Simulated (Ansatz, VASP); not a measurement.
**Two plane-wave programs on InSe**

The input INCAR:

```
PREC = Accurate
ENCUT = 520
EDIFF = 1E-7
ISMEAR = -1
SIGMA = 0.05
LREAL = False
LASPH = True
NELM = 80
ALGO = Normal
ISIF = 2
LWAVE = False
LCHARG = True
GGA = PS
LELF = True
LVHAR = True
NBANDS = 48
```

The input KPOINTS:

```
regular mesh
0
Gamma
  8 8 2
```

POSCAR

```
InSe
1.0
    4.0473293151      0.0000000000      0.0000000000
   -2.0236646576      3.5050900044      0.0000000000
    0.0000000000      0.0000000000     18.0520649100
In Se
4 4
Direct
    0.3333333333      0.6666666667      0.0773904900
    0.3333333333      0.6666666667      0.9226095100
    0.0000000000      0.0000000000      0.4226063200
    0.0000000000      0.0000000000      0.5773936800
    0.3333333333      0.6666666667      0.3529842800
    0.3333333333      0.6666666667      0.6470157200
    0.6666666667      0.3333333333      0.1469999300
    0.6666666667      0.3333333333      0.8530000700
```

Contents of input.yaml:

```yaml
crystal:
  lattice:
    - [4.0473293151, 0.0, 0.0]
    - [-2.0236646576, 3.5050900044, 0.0]
    - [0.0, 0.0, 18.05206491]
  atoms:
    - { symbol: In, position: [0.3333333333, 0.6666666667, 0.07739049] }
    - { symbol: In, position: [0.3333333333, 0.6666666667, 0.92260951] }
    - { symbol: In, position: [0.0, 0.0, 0.42260632] }
    - { symbol: In, position: [0.0, 0.0, 0.57739368] }
    - { symbol: Se, position: [0.3333333333, 0.6666666667, 0.35298428] }
    - { symbol: Se, position: [0.3333333333, 0.6666666667, 0.64701572] }
    - { symbol: Se, position: [0.6666666667, 0.3333333333, 0.14699993] }
    - { symbol: Se, position: [0.6666666667, 0.3333333333, 0.85300007] }
hamiltonian:
  xc: pbesol
  pseudopotentials: { kind: paw }
kpoints:
  mp_grid: { grid: [8, 8, 2] }
  band_path:
    path:
      - [[0.0, 0.0, 0.0], [0.5, 0.0, 0.0], [0.3333333333, 0.3333333333, 0.0], [0.0, 0.0, 0.0], [0.0, 0.0, 0.5], [0.5, 0.0, 0.5], [0.3333333333, 0.3333333333, 0.5], [0.0, 0.0, 0.5]]
      - [[0.5, 0.0, 0.5], [0.5, 0.0, 0.0]]
      - [[0.3333333333, 0.3333333333, 0.0], [0.3333333333, 0.3333333333, 0.5]]
    npoints: 10
scf:
  occupations: { method: fermi_dirac, width: 0.05 }
  n_extra_bands: 20
output:
  forces: true
  stress: true
  eigenvalues: true
  fatbands: false
```

Alike in both runs: functional PBEsol; k mesh 8 × 8 × 2; occupations fermi-dirac, width 0.05 eV; no spin polarisation.

|  | VASP | Ansatz |
| --- | --- | --- |
| version | VASP 6.6.1 | Ansatz 0.2.0 |
| potentials or method | VASP PAW PBE potentials, release 64 (In_d, Se) | Ansatz PAW |
| plane-wave cutoff (eV) | 520 | 420 |
| valence electrons in the cell | 76 | 116 |
| task | single point | band structure |

|  | VASP | Ansatz | Ansatz less VASP |
| --- | --- | --- | --- |
| gap on the k mesh at the Fermi level (eV) | 0.63 | 0.64 | +0.011 |
| least direct gap on the mesh (eV) | 0.63 | 0.64 | +0.011 |
| pressure (GPa) | -0.7 | -0.8 | -0.05 |
| traceless stress, the component that is largest in VASP (GPa) | 0.24 | 0.25 | +0.011 |
| rms of the force components (eV/Å) | 0.035 | 0.025 | -0.0100 |

VASP's potentials were made for PBE, not for PBEsol. Atom by atom the forces differ by 0.011 eV/Å (rms over components). VASP's potentials hold 76 valence electrons a cell and Ansatz's 116, so a difference there can come from the potentials and not from the codes.
